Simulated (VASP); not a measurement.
# CaO (F-43m) in VASP: notebook

The runs below take CaO through relaxation of cell and atoms, with PBEsol, LDA.

Everything below comes from runs of VASP 6.6.1. Logs are shortened: lines on timing, memory, paths and dates and some standing lists are left out, and cuts for length are marked.

### Step 1. The cell of the first run

Symmetry: F-43m, No. 216, cubic system. The conventional cell has a = 5.243 Å, b = 5.243 Å, c = 5.243 Å, α = 90.00°, β = 90.00°, γ = 90.00°. Within 3.0 Å of Ca (site symmetry -43m) lie 4 O at 2.27 Å. O (site symmetry -43m) has 4 Ca at 2.27 Å within 3.0 Å.

### Step 2. Relaxation of cell and atoms, PBEsol

INCAR

```
PREC = Accurate
ENCUT = 600
EDIFF = 1E-6
ISMEAR = -1
SIGMA = 0.02
LREAL = False
LASPH = True
NELM = 80
ALGO = Normal
ISIF = 3
LWAVE = False
LCHARG = False
GGA = PS
IBRION = 2
NSW = 80
EDIFFG = -0.005
```

KPOINTS

```
Automatic mesh
0
Gamma
  8 8 8
```

POSCAR

```
CaO
1.0
    0.0000000000      2.6213224209      2.6213224209
    2.6213224209      0.0000000000      2.6213224209
    2.6213224209      2.6213224209      0.0000000000
Ca O
1 1
Direct
    0.0000000000      0.0000000000      0.0000000000
    0.2500000000      0.2500000000      0.2500000000
```

Potentials or basis: VASP PAW PBE potentials, release 64 (Ca_sv, O).

Run with:

```
cat potpaw_PBE.64/Ca_sv/POTCAR potpaw_PBE.64/O/POTCAR > POTCAR
mpirun -np 1 vasp_std > vasp.out
```

OUTCAR:

```text
PREC = Accurate
   ENCUT = 600
   EDIFF = 1E-6
   ISMEAR = -1
   LREAL = False
   LASPH = True
   NELM = 80
   ISIF = 3
   GGA = PS
   IBRION = 2
   NSW = 80
   EDIFFG = -0.005

 ion  position               nearest neighbor table
   1  0.000  0.000  0.000-   2 2.27   2 2.27   2 2.27   2 2.27
   2  0.250  0.250  0.250-   1 2.27   1 2.27   1 2.27   1 2.27

  LATTYP: Found a face centered cubic cell.
 ALAT       =     5.2426448418

  Lattice vectors:

 A1 = (   0.0000000000,   2.6213224209,   2.6213224209)
 A2 = (   2.6213224209,   0.0000000000,   2.6213224209)
 A3 = (   2.6213224209,   2.6213224209,   0.0000000000)

Analysis of symmetry for initial positions (statically):
=====================================================================
 Subroutine PRICEL returns:
 Original cell was already a primitive cell.

 Routine SETGRP: Setting up the symmetry group for a
 face centered cubic supercell.

 Subroutine GETGRP returns: Found 24 space group operations
 (whereof 24 operations were pure point group operations)
 out of a pool of 48 trial point group operations.

The static configuration has the point symmetry T_d .

Analysis of symmetry for dynamics (positions and initial velocities):
=====================================================================
 Subroutine PRICEL returns:
 Original cell was already a primitive cell.

 Routine SETGRP: Setting up the symmetry group for a
 face centered cubic supercell.

 Subroutine GETGRP returns: Found 24 space group operations
 (whereof 24 operations were pure point group operations)
 out of a pool of 48 trial point group operations.

The dynamic configuration has the point symmetry T_d .

 Subroutine INISYM returns: Found 24 space group operations
 (whereof 24 operations are pure point group operations),
 and found     1 'primitive' translations

----------------------------------------------------------------------------------------

                                     Primitive cell

  volume of cell :      36.0239

  direct lattice vectors                    reciprocal lattice vectors
     0.000000000  2.621322421  2.621322421    -0.190743419  0.190743419  0.190743419
     2.621322421  0.000000000  2.621322421     0.190743419 -0.190743419  0.190743419
     2.621322421  2.621322421  0.000000000     0.190743419  0.190743419 -0.190743419

  length of vectors
     3.707109719  3.707109719  3.707109719     0.330377292  0.330377292  0.330377292

  position of ions in fractional coordinates (direct lattice)
     0.000000000  0.000000000  0.000000000
     0.250000000  0.250000000  0.250000000

  ion indices of the primitive-cell ions
   primitive index   ion index
                 1           1
                 2           2

----------------------------------------------------------------------------------------

 KPOINTS: Automatic mesh

Automatic generation of k-mesh.
 Grid dimensions read from file:
 generate k-points for:    8    8    8

 Generating k-lattice:

  Cartesian coordinates                     Fractional coordinates (reciprocal lattice)
    -0.023842927  0.023842927  0.023842927     0.125000000  0.000000000  0.000000000
     0.023842927 -0.023842927  0.023842927     0.000000000  0.125000000  0.000000000
     0.023842927  0.023842927 -0.023842927     0.000000000  0.000000000  0.125000000

  Length of vectors
     0.041297162  0.041297162  0.041297162

  Shift w.r.t. Gamma in fractional coordinates (k-lattice)
     0.000000000  0.000000000  0.000000000

 Subroutine IBZKPT returns following result:
 ===========================================

 Found     29 irreducible k-points:

 Following reciprocal coordinates:
            Coordinates               Weight
  0.000000  0.000000  0.000000      1.000000
  0.125000  0.000000  0.000000      8.000000
  0.250000  0.000000  0.000000      8.000000
  0.375000  0.000000  0.000000      8.000000
  0.500000  0.000000  0.000000      4.000000
  0.125000  0.125000  0.000000      6.000000
[... 16 lines left out ...]
  0.500000  0.250000  0.125000     48.000000
 -0.375000  0.250000  0.125000     24.000000
 [... further k-points ...]
   k-points           NKPTS =     29   k-points in BZ     NKDIM =     29   number of bands    NBANDS=     12
   number of dos      NEDOS =    301   number of ions     NIONS =      2
   total plane-waves  NPLWV =  27000
   dimension x,y,z NGX =    30 NGY =   30 NGZ =   30
   dimension x,y,z NGXF=    60 NGYF=   60 NGZF=   60
   ions per type =               1   1
   NGX,Y,Z   is equivalent  to a cutoff of  13.45, 13.45, 13.45 a.u.
   NGXF,Y,Z  is equivalent  to a cutoff of  26.91, 26.91, 26.91 a.u.
 SYSTEM =  unknown system
   PREC   = accura    normal or accurate (medium, high low for compatibility)
   ISTART =      0    job   : 0-new  1-cont  2-samecut
   ICHARG =      2    charge: 1-file 2-atom 10-const
   ISPIN  =      1    spin polarized calculation?
   LNONCOLLINEAR =      F non collinear calculations
   LSORBIT =      F    spin-orbit coupling
   LASPH  =      T    aspherical Exc in radial PAW
   ENCUT  =  600.0 eV  44.10 Ry    6.64 a.u.   7.40  7.40  7.40*2*pi/ulx,y,z
   NELM   =     80;   NELMIN=  2; NELMDL= -5     # of ELM steps
   EDIFF  = 0.1E-05   stopping-criterion for ELM
   LREAL  =      F    real-space projection
   EDIFFG = -.5E-02   stopping-criterion for IOM
   NSW    =     80    number of steps for IOM
   IBRION =      2    ionic relax: 0-MD 1-quasi-New 2-CG
   NFREE  =      1    steps in history (QN), initial steepest desc. (CG)
   ISIF   =      3    stress and relaxation
   ISYM   =      2    0-nonsym 1-usesym 2-fastsym
   POTIM  = 0.5000    time-step for ionic-motion
   TEBEG  =    0.0;   TEEND  =   0.0 temperature during run
   PSTRESS=    0.0 pullay stress
   NELECT =      16.0000    total number of electrons
   NUPDOWN=      -1.0000    fix difference up-down
   EMIN   =  10.00;   EMAX   =-10.00  energy-range for DOS
   EFERMI =   0.00;   METHOD = LEGACY
   ISMEAR =    -1;   SIGMA  =   0.02  broadening in eV -4-tet -1-fermi 0-gaus
   EFERMI_NEDOS =   21; number of points for ismear=-14 and -15
   IALGO  =     38    algorithm
   IMIX   =      4    mixing-type and parameters
     AMIX     =   0.40;   BMIX     =  1.00
     AMIX_MAG =   1.60;   BMIX_MAG =  1.00
  volume/ion in A,a.u.               =      18.01       121.55
  Fermi-wavevector in a.u.,A,eV,Ry     =   1.249063  2.360387 21.227247  1.560159
  Thomas-Fermi vector in A             =   2.383121
   LORBIT       =      0    0 simple, 1 ext, 2 COOP (PROOUT), +10 PAW based schemes
   GGA     = PS    functional components
   LHFCALC =     F    Hartree Fock is set to
   AEXX    =    0.0000 exact exchange contribution
   IVDW    =     0    specifies the selected vdW correction
   LEPSILON=     F    determine dielectric tensor
   LRPA    =     F    only Hartree local field effects (RPA)
 conjugate gradient relaxation of ions
 non-spin polarized calculation
  energy-cutoff  :      600.00
  volume of cell :       36.02
 maximum number of plane-waves:      1243
 NGX is ok and might be reduce to    30
   NGX = 15   NGY = 15   NGZ = 15

--------------------------------------- Ionic step        1  -------------------------------------------

 number of electron      16.0000005 magnetization

 Free energy of the ion-electron system (eV)
  ---------------------------------------------------
  ext. energy  EPLUGINS =         0.00000000
  ---------------------------------------------------
  free energy    TOTEN  =       -12.95718860 eV

  energy without entropy =      -12.95718860  energy(sigma->0) =      -12.95718860

------------------------ aborting loop because EDIFF is reached ----------------------------------------

  FORCE on cell =-STRESS in cart. coord.  units (eV):
  Direction    XX          YY          ZZ          XY          YZ          ZX
  --------------------------------------------------------------------------------------
  -------------------------------------------------------------------------------------
  Total       -0.5348560     -0.5348560     -0.5348560      0.0000000      0.0000000      0.0000000
  in kB      -23.7879005    -23.7879005    -23.7879005      0.0000000      0.0000000      0.0000000
  external PRESSURE =     -23.7879005 kB  Pullay stress =       0.0000000 kB
[... 57 lines left out ...]
  energy  without entropy=      -12.9651560969  energy(sigma->0) =      -12.96515610

--------------------------------------- Ionic step        3  -------------------------------------------

 number of electron      16.0000000 magnetization

 Free energy of the ion-electron system (eV)
  ---------------------------------------------------
  ext. energy  EPLUGINS =         0.00000000
  ---------------------------------------------------
  free energy    TOTEN  =       -12.96568969 eV

  energy without entropy =      -12.96568969  energy(sigma->0) =      -12.96568969

 E-fermi :   0.8709     XC(G=0):  -9.3461

 val. band max:        0.3972461230   @ k =  -0.2500   0.5000   0.2500
 cond. band min:       3.6433980466   @ k =   0.0000   0.0000   0.0000
 fundamental gap:      3.2461519236
 Fermi energy:         0.8709443196

 k-point     1 :       0.0000    0.0000    0.0000
  band No.  band energies     occupation
      1     -36.4580      2.00000
      2     -17.4761      2.00000
      3     -17.4761      2.00000
      4     -17.4761      2.00000
      5     -14.3228      2.00000
      6      -0.2652      2.00000
      7      -0.2652      2.00000
      8      -0.2652      2.00000
      9       3.6434      0.00000
     10       8.4351      0.00000
     11       8.4351      0.00000
     12      10.1192      0.00000
[... 331 lines left out ...]
 k-point    24 :      -0.3750    0.2500    0.1250
  band No.  band energies     occupation
      1     -36.3993      2.00000
      2     -18.2251      2.00000
      3     -17.6652      2.00000
      4     -17.5688      2.00000
      5     -13.4866      2.00000
      6      -0.4727      2.00000
      7      -0.1824      2.00000
      8       0.1741      2.00000
      9       5.8593      0.00000
     10       7.2936      0.00000
     11       8.4744      0.00000
     12       9.8903      0.00000

 [... further k-points ...]
[... 5 lines left out ...]
  --------------------------------------------------------------------------------------
  -------------------------------------------------------------------------------------
  Total        0.0021990      0.0021990      0.0021990      0.0000000      0.0000000      0.0000000
  in kB        0.1009105      0.1009105      0.1009105      0.0000000      0.0000000      0.0000000
  external PRESSURE =       0.1009105 kB  Pullay stress =       0.0000000 kB
[... 17 lines left out ...]
  FREE ENERGIE OF THE ION-ELECTRON SYSTEM (eV)
  ---------------------------------------------------
  free  energy   TOTEN  =       -12.9656896871 eV

  energy  without entropy=      -12.9656896871  energy(sigma->0) =      -12.96568969

 reached required accuracy - stopping structural energy minimisation
```

Wall time 16 s (1 thread of AMD EPYC 9R45 (Zen 5), shared host); peak memory 0.15 GiB.

Results:

```
Free energy                            : -12.9657 eV
Relaxed volume                         : 17.46 Å³/atom
Relaxed cell                           : a = 3.669 Å, b = 3.669 Å, c = 3.669 Å, α = 60.00°, β = 60.00°, γ = 60.00°
Space group after relaxing (to 0.05 Å) : F-43m (No. 216)
Energy gained by relaxing              : 4.3 meV/atom
Ionic steps                            : 3
Pressure after relaxing                : 0.0 GPa
Band gap on the k mesh                 : 3.25 eV, indirect (least direct gap 3.91 eV)
```

The path:
```
step  energy change (eV)  largest force (eV/Å)  pressure (GPa)  volume (Å³)
   1              0.0000                0.0000           -2.38        36.02
   2             -0.0080                0.0000            0.65        34.65
   3             -0.0085                0.0000            0.01        34.91
```

Final structure:
```yaml
crystal:
  lattice:
    - [0.00000, 2.59414, 2.59414]
    - [2.59414, 0.00000, 2.59414]
    - [2.59414, 2.59414, 0.00000]
  atoms:
    - { symbol: Ca, position: [0.00000, 0.00000, 0.00000] }
    - { symbol: O, position: [0.25000, 0.25000, 0.25000] }
```

Caveat: the PAW data sets were made with another functional, which shifts forces and pressure a little. A hybrid or GW would open this gap; PBEsol tends to underestimate it.

### Step 3. Relaxation of cell and atoms, LDA

INCAR

```
PREC = Accurate
ENCUT = 600
EDIFF = 1E-7
ISMEAR = -1
SIGMA = 0.02
LREAL = F
LASPH = T
NELM = 100
ALGO = Normal
ISIF = 3
LWAVE = F
LCHARG = F
GGA = CA
IBRION = 2
NSW = 80
EDIFFG = -0.005
```

KPOINTS

```
regular mesh
0
Gamma
  8 8 8
```

POSCAR is that of step 2.

Potentials or basis: VASP PAW LDA potentials, release 64 (Ca_sv, O).

Run with:

```
cat potpaw_LDA.64/Ca_sv/POTCAR potpaw_LDA.64/O/POTCAR > POTCAR
mpirun -np 1 vasp_std > vasp.out
```

Wall time 16 s (1 thread of AMD EPYC 9R45 (Zen 5), shared host); peak memory 0.14 GiB.

It converged, with:

| Quantity | Value |
| --- | --- |
| Free energy | -13.6968 eV |
| Relaxed volume | 16.85 Å³/atom |
| Relaxed cell | a = 3.626 Å, b = 3.626 Å, c = 3.626 Å, α = 60.00°, β = 60.00°, γ = 60.00° |
| Space group after relaxing (to 0.05 Å) | F-43m (No. 216) |
| Energy gained by relaxing | 20.0 meV/atom |
| Ionic steps | 3 |
| Pressure after relaxing | 0.0 GPa |
| Band gap on the k mesh | 3.30 eV, indirect (least direct gap 4.05 eV) |

Step by step:
```
step  energy change (eV)  largest force (eV/Å)  pressure (GPa)  volume (Å³)
   1              0.0000                0.0000           -5.21        36.02
   2             -0.0364                0.0000            1.82        33.05
   3             -0.0400                0.0000            0.01        33.70
```

Final structure:
```xyz
2
Lattice="0.0000 2.5637 2.5637 2.5637 0.0000 2.5637 2.5637 2.5637 0.0000" Properties=species:S:1:pos:R:3 pbc="T T T"
Ca    0.0000    0.0000    0.0000
O     1.2818    1.2818    1.2818
```

Levels at points of the mesh, in eV from the valence-band top:
| k point | band 5 | band 6 | band 7 | band 8 | band 9 | band 10 | band 11 | band 12 |
| --- | --- | --- | --- | --- | --- | --- | --- | --- |
| (0.00, 0.00, 0.00) | -14.54 | -0.75 | -0.75 | -0.75 | 3.30 | 8.09 | 8.09 | 9.88 |
| (0.50, 0.00, 0.00) | -13.74 | -1.07 | -0.45 | -0.45 | 6.12 | 7.98 | 7.98 | 8.34 |
| (0.50, 0.50, 0.00) | -13.49 | -1.60 | -0.01 | -0.01 | 4.81 | 6.65 | 9.25 | 9.59 |

A k mesh can miss the band edges. Expect the measured gap to be larger: semilocal functionals such as LDA lack the derivative discontinuity.
